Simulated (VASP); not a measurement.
# CuO (Cccm) in VASP: further runs, part 2 of 2

VASP 6.6.1. Earlier steps stand in the parts before.

## 3. Single point, PBEsol+U

This run uses another cell than the first one, of 10.80 Å³/atom.

INCAR reads:

```
ALGO     = Normal         # electronic algorithm
EDIFF    = 1E-6           # SCF threshold, eV
ENCUT    = 520            # plane-wave cutoff, eV
GGA      = PS             # functional
ISIF     = 2              # what is computed and relaxed
ISMEAR   = -1             # smearing method
LASPH    = True           # aspherical terms in the spheres
LCHARG   = False          # write CHGCAR
LDAU     = True           # DFT+U
LDAUJ    = 0 0          
LDAUL    = 2 -1           # shell
LDAUPRINT= 1            
LDAUTYPE = 2            
LDAUU    = 4 0            # U, eV
LMAXMIX  = 4              # l up to which the mixer works
LREAL    = False          # projectors in reciprocal space
LWAVE    = False          # write WAVECAR
NBANDS   = 25             # bands
NELM     = 150            # most SCF steps
PREC     = Accurate       # precision mode
SIGMA    = 0.05           # smearing width, eV
```

KPOINTS reads:

```
k-points
0
Gamma
  9 9 5
```

POSCAR reads:

```
CuO
1.0
    2.0476929754     -2.0637594561      0.0000000000
    2.0476929754      2.0637594561      0.0000000000
    0.0000000000      0.0000000000      5.1108592359
Cu O
2 2
Direct
    0.5000000000      0.0000000000      0.0000000000
    0.0000000000      0.5000000000      0.5000000000
    0.5000000000      0.5000000000      0.2500000000
    0.5000000000      0.5000000000      0.7500000000
```

Potentials or basis: VASP PAW PBE potentials, release 64 (Cu, O).

On the command line:

```
$ cat potpaw_PBE.64/Cu/POTCAR potpaw_PBE.64/O/POTCAR > POTCAR
$ mpirun -np 1 vasp_std > vasp.out
```

OUTCAR:

```text
EDIFF = 1E-6
   ENCUT = 520
   GGA = PS
   ISIF = 2
   ISMEAR = -1
   LASPH = True
   LREAL = False
   NELM = 150
   PREC = Accurate

 ion  position               nearest neighbor table
   1  0.500  0.000  0.000-   3 1.94   4 1.94   3 1.94   4 1.94
   2  0.000  0.500  0.500-   3 1.94   4 1.94   3 1.94   4 1.94
   3  0.500  0.500  0.250-   1 1.94   2 1.94   1 1.94   2 1.94
   4  0.500  0.500  0.750-   1 1.94   2 1.94   1 1.94   2 1.94

  LATTYP: Found a base centered orthorhombic cell.
 ALAT       =     4.0953859508
 B/A-ratio  =     1.0078461375
 C/A-ratio  =     1.2479554546

  Lattice vectors:

 A1 = (   2.0476929754,  -2.0637594561,   0.0000000000)
 A2 = (   2.0476929754,   2.0637594561,   0.0000000000)
 A3 = (   0.0000000000,   0.0000000000,   5.1108592359)

Analysis of symmetry for initial positions (statically):
=====================================================================
 Subroutine PRICEL returns:
 Original cell was already a primitive cell.

 Routine SETGRP: Setting up the symmetry group for a
 base centered orthorhombic supercell.

 Subroutine GETGRP returns: Found  8 space group operations
 (whereof  4 operations were pure point group operations)
 out of a pool of  8 trial point group operations.

[... 217 lines left out ...]
  o =  0.7971  v = -0.0000  0.7097  0.0000 -0.7045  0.0000  0.0000  0.0000  0.0000  0.0000  0.0000      0.0000  0.0000  0.0000  0.0000  0.0000  0.0000  0.0000  0.0000  0.0000  0.0000
  o =  0.7971  v =  0.0000  0.0000  0.0000  0.0000  0.0000 -0.0000  0.7097  0.0000 -0.7045  0.0000      0.0000  0.0000  0.0000  0.0000  0.0000  0.0000  0.0000  0.0000  0.0000  0.0000
  o =  0.9357  v =  0.8994 -0.0000 -0.4372 -0.0000  0.0017  0.0000  0.0000  0.0000  0.0000  0.0000      0.0000  0.0000  0.0000  0.0000  0.0000  0.0000  0.0000  0.0000  0.0000  0.0000
  o =  0.9357  v =  0.0000  0.0000  0.0000  0.0000  0.0000  0.8994 -0.0000 -0.4372 -0.0000  0.0017      0.0000  0.0000  0.0000  0.0000  0.0000  0.0000  0.0000  0.0000  0.0000  0.0000
  o =  0.9619  v =  0.0000 -0.7045  0.0000 -0.7097 -0.0000  0.0000  0.0000  0.0000  0.0000  0.0000      0.0000  0.0000  0.0000  0.0000  0.0000  0.0000  0.0000  0.0000  0.0000  0.0000
  o =  0.9619  v =  0.0000  0.0000  0.0000  0.0000  0.0000  0.0000 -0.7045  0.0000 -0.7097 -0.0000      0.0000  0.0000  0.0000  0.0000  0.0000  0.0000  0.0000  0.0000  0.0000  0.0000
  o =  0.9620  v =  0.0000  0.0000  0.0000  0.0000  0.0000  0.0023  0.0000  0.0008  0.0000 -1.0000      0.0000  0.0000  0.0000  0.0000  0.0000  0.0000  0.0000  0.0000  0.0000  0.0000
  o =  0.9620  v =  0.0023  0.0000  0.0008  0.0000 -1.0000  0.0000  0.0000  0.0000  0.0000  0.0000      0.0000  0.0000  0.0000  0.0000  0.0000  0.0000  0.0000  0.0000  0.0000  0.0000
  o =  0.9751  v =  0.0000  0.0000  0.0000  0.0000  0.0000 -0.4372  0.0000 -0.8994  0.0000 -0.0017      0.0000  0.0000  0.0000  0.0000  0.0000  0.0000  0.0000  0.0000  0.0000  0.0000
  o =  0.9751  v = -0.4372  0.0000 -0.8994  0.0000 -0.0017  0.0000  0.0000  0.0000  0.0000  0.0000      0.0000  0.0000  0.0000  0.0000  0.0000  0.0000  0.0000  0.0000  0.0000  0.0000

 number of electron      33.9999976 magnetization

 Free energy of the ion-electron system (eV)
  ---------------------------------------------------
  ext. energy  EPLUGINS =         0.00000000
  ---------------------------------------------------
  free energy    TOTEN  =       -18.73438535 eV

  energy without entropy =      -18.71549531  energy(sigma->0) =      -18.72494033

 E-fermi :   4.6519     XC(G=0): -11.6788

 val. band max:        4.6273645590   @ k =   0.4444   0.4444   0.4000
 cond. band min:       4.6799090052   @ k =  -0.4444   0.2222   0.4000
 fundamental gap:      0.0525444462
 Fermi energy:         4.6519132586

 k-point     1 :       0.0000    0.0000    0.0000
  band No.  band energies     occupation
      1     -15.0257      2.00000
      2     -13.6137      2.00000
      3      -3.6700      2.00000
      4      -1.0441      2.00000
      5      -1.0279      2.00000
      6       0.2397      2.00000
[... 661 lines left out ...]
     24      16.1619      0.00000
     25      16.7009      0.00000

 [... further k-points ...]
[... 5 lines left out ...]
  --------------------------------------------------------------------------------------
  -------------------------------------------------------------------------------------
  Total       -0.9722071     -0.9963339     -1.2464834      0.0000000      0.0000000      0.0000000
  in kB      -36.0596521    -36.9545292    -46.2326994      0.0000000      0.0000000      0.0000000
  external PRESSURE =     -39.7489602 kB  Pullay stress =       0.0000000 kB

 VOLUME and BASIS-vectors are now :
 -----------------------------------------------------------------------------
  energy-cutoff  :      520.00
  volume of cell :       43.20
      direct lattice vectors                 reciprocal lattice vectors
     2.047692975 -2.063759456  0.000000000     0.244177231 -0.242276298  0.000000000
     2.047692975  2.063759456  0.000000000     0.244177231  0.242276298  0.000000000
     0.000000000  0.000000000  5.110859236     0.000000000  0.000000000  0.195661816

 POSITION                                       TOTAL-FORCE (eV/Angst)
 -----------------------------------------------------------------------------------
      1.02385     -1.03188      0.00000         0.000000      0.000000      0.000000
      1.02385      1.03188      2.55543        -0.000000      0.000000      0.000000
      2.04769      0.00000      1.27771        -0.000000     -0.000000      0.000000
      2.04769      0.00000      3.83314        -0.000000      0.000000     -0.000000
 -----------------------------------------------------------------------------------
    total drift:                                0.000000     -0.000000     -0.000000

  FREE ENERGIE OF THE ION-ELECTRON SYSTEM (eV)
  ---------------------------------------------------
  free  energy   TOTEN  =       -18.7343853521 eV

  energy  without entropy=      -18.7154953131  energy(sigma->0) =      -18.72494033
```

stdout:

```text
POSCAR found type information on POSCAR CuO
 POSCAR found :  2 types and       4 ions
 scaLAPACK will be used
 -----------------------------------------------------------------------------
|                                                                             |
|                                                                             |
|     You enforced a specific xc type in the INCAR file but a different       |
|     I HOPE YOU KNOW WHAT YOU ARE DOING!                                     |
|                                                                             |
 -----------------------------------------------------------------------------

 LDA part: xc-table for (Slater+PW92), standard interpolation
 POSCAR, INCAR and KPOINTS ok, starting setup
 FFT: planning ... GRIDC
 FFT: planning ... GRID_SOFT
 FFT: planning ... GRID
 WAVECAR not read
 entering main loop
```

Wall time 1.9 min (1 thread of Intel Xeon 8259CL, shared host); peak memory 0.2 GiB.

Results:

```
Free energy            : -18.7344 eV
Pressure               : -4.0 GPa
Band gap on the k mesh : zero (bands 17 and 18 overlap by 1.02 eV)
```

Eigenvalues of the final occupation matrices:
```
    site  spin  trace               eigenvalues
site 1 d     1   4.63  0.80 0.94 0.96 0.96 0.98
site 1 d     2   4.63  0.80 0.94 0.96 0.96 0.98
site 2 d     1   4.63  0.80 0.94 0.96 0.96 0.98
site 2 d     2   4.63  0.80 0.94 0.96 0.96 0.98
```

Caveat: the cell stands under tension; the PAW data sets were made with another functional, which shifts forces and pressure a little; U without spin polarisation on a metal has little footing.

## 4. Single point, PBEsol+U

This run uses another cell than the first one, of 10.84 Å³/atom.

Changes to INCAR since step 3:

```diff
@@ -13,3 +13,3 @@
 LDAUTYPE = 2            
-LDAUU    = 4 0            # U, eV
+LDAUU    = 5 0            # U, eV
 LMAXMIX  = 4              # l up to which the mixer works
```

KPOINTS is that of step 3.

POSCAR reads:

```
CuO
1.0
    2.0483878599     -2.0688671498      0.0000000000
    2.0483878599      2.0688671498      0.0000000000
    0.0000000000      0.0000000000      5.1163254480
Cu O
2 2
Direct
    0.5000000000      0.0000000000      0.0000000000
    0.0000000000      0.5000000000      0.5000000000
    0.5000000000      0.5000000000      0.2500000000
    0.5000000000      0.5000000000      0.7500000000
```

On the command line:

```
$ cat potpaw_PBE.64/Cu/POTCAR potpaw_PBE.64/O/POTCAR > POTCAR
$ mpirun -np 1 vasp_std > vasp.out
```

It took 2 min on 1 thread of Intel Xeon 8259CL, shared host; peak memory 0.2 GiB.

Results (log left out):

| Item | Value |
| --- | --- |
| Free energy | -18.1030 eV |
| Pressure | -5.2 GPa |
| Band gap on the k mesh | zero (bands 17 and 18 overlap by 1.02 eV) |

Stress tensor (GPa, compression positive):
```
-4.69  0.00  0.00
 0.00 -4.81  0.00
 0.00  0.00 -6.10
```

Levels at points of the mesh, in eV from the Fermi level:
| k point | band 13 | band 14 | band 15 | band 16 | band 17 | band 18 | band 19 | band 20 | band 21 | band 22 |
| --- | --- | --- | --- | --- | --- | --- | --- | --- | --- | --- |
| (0.00, 0.00, 0.00) | -3.17 | -3.17 | -2.66 | -2.19 | 0.71 | 0.74 | 1.64 | 6.51 | 7.63 | 13.42 |

Eigenvalues of the final occupation matrices:
```tsv
site	spin	trace	eigenvalues
site 1 d	1	4.65	0.80 0.94 0.96 0.96 0.98
site 1 d	2	4.65	0.80 0.94 0.96 0.96 0.98
site 2 d	1	4.65	0.80 0.94 0.96 0.96 0.98
site 2 d	2	4.65	0.80 0.94 0.96 0.96 0.98
```

Caveat: the cell stands under tension; the PAW data sets were made with another functional, which shifts forces and pressure a little; U without spin polarisation on a metal has little footing.

## 5. Single point, PBEsol+U

This run uses another cell than the first one, of 10.89 Å³/atom.

INCAR reads:

```
PREC = Accurate
ENCUT = 520
EDIFF = 1E-7
ISMEAR = -1
SIGMA = 0.05
LREAL = F
LASPH = T
NELM = 150
ALGO = Normal
ISIF = 2
LWAVE = F
LCHARG = T
LMAXMIX = 4
LDAU = T
LDAUTYPE = 2
LDAUL = 2 -1
LDAUU = 6 0
LDAUJ = 0 0
LDAUPRINT = 1
GGA = PS
LELF = T
LVHAR = T
NBANDS = 25
```

KPOINTS reads:

```
Automatic mesh
0
Gamma
  9 9 5
```

POSCAR reads:

```
CuO
1.0
    2.0491003260     -2.0747497319      0.0000000000
    2.0491003260      2.0747497319      0.0000000000
    0.0000000000      0.0000000000      5.1217476230
Cu O
2 2
Direct
    0.5000000000      0.0000000000      0.0000000000
    0.0000000000      0.5000000000      0.5000000000
    0.5000000000      0.5000000000      0.2500000000
    0.5000000000      0.5000000000      0.7500000000
```

On the command line:

```
$ cat potpaw_PBE.64/Cu/POTCAR potpaw_PBE.64/O/POTCAR > POTCAR
$ mpirun -np 1 vasp_std > vasp.out
```

Wall time 2 min (1 thread of Intel Xeon 8259CL, shared host); peak memory 0.21 GiB.

Results (log left out):

| Item | Value |
| --- | --- |
| Free energy | -17.4940 eV |
| Pressure | -6.5 GPa |
| Band gap on the k mesh | zero (bands 17 and 18 overlap by 1.03 eV) |

Stress tensor (GPa, compression positive):
```
-5.87  0.00  0.00
 0.00 -6.02  0.00
 0.00  0.00 -7.68
```

Levels at points of the mesh, in eV from the Fermi level:
| k point | band 14 | band 15 | band 16 | band 17 | band 18 | band 19 | band 20 | band 21 |
| --- | --- | --- | --- | --- | --- | --- | --- | --- |
| (0.00, 0.00, 0.00) | -3.07 | -2.78 | -2.10 | 0.71 | 0.74 | 1.68 | 6.62 | 7.67 |

Eigenvalues of the final occupation matrices:
| site | spin | trace | eigenvalues |
| --- | --- | --- | --- |
| site 1 d | 1 | 4.66 | 0.81 0.94 0.97 0.97 0.98 |
| site 1 d | 2 | 4.66 | 0.81 0.94 0.97 0.97 0.98 |
| site 2 d | 1 | 4.66 | 0.81 0.94 0.97 0.97 0.98 |
| site 2 d | 2 | 4.66 | 0.81 0.94 0.97 0.97 0.98 |

Caveat: the cell stands under tension; the PAW data sets were made with another functional, which shifts forces and pressure a little; U without spin polarisation on a metal has little footing.

## 6. Summary

```tsv
U	cell	gap on the mesh (eV)	pressure (GPa)
Cu d U = 3.0 eV	a = 2.904, b = 2.904, c = 5.105 Å, angles 90.0, 90.0, 90.4°, 4 atoms	none	-2.7
Cu d U = 4.0 eV	a = 2.907, b = 2.907, c = 5.111 Å, angles 90.0, 90.0, 90.4°, 4 atoms	none	-4.0
Cu d U = 5.0 eV	a = 2.911, b = 2.911, c = 5.116 Å, angles 90.0, 90.0, 90.6°, 4 atoms	none	-5.2
Cu d U = 6.0 eV	a = 2.916, b = 2.916, c = 5.122 Å, angles 90.0, 90.0, 90.7°, 4 atoms	none	-6.5
```

Alike in all rows: task single point; level PBEsol+U; potentials or basis VASP PAW PBE potentials, release 64 (Cu, O); no spin polarisation; k mesh 9 × 9 × 5; cutoff (eV) 520; smearing fermi-dirac 0.05 eV.

Caveats: the PAW data sets were made with another functional, which shifts forces and pressure a little; U without spin polarisation on a metal has little footing; the cell stands under tension (at least some runs).

Absolute energies hang on the potentials; compare differences alone.
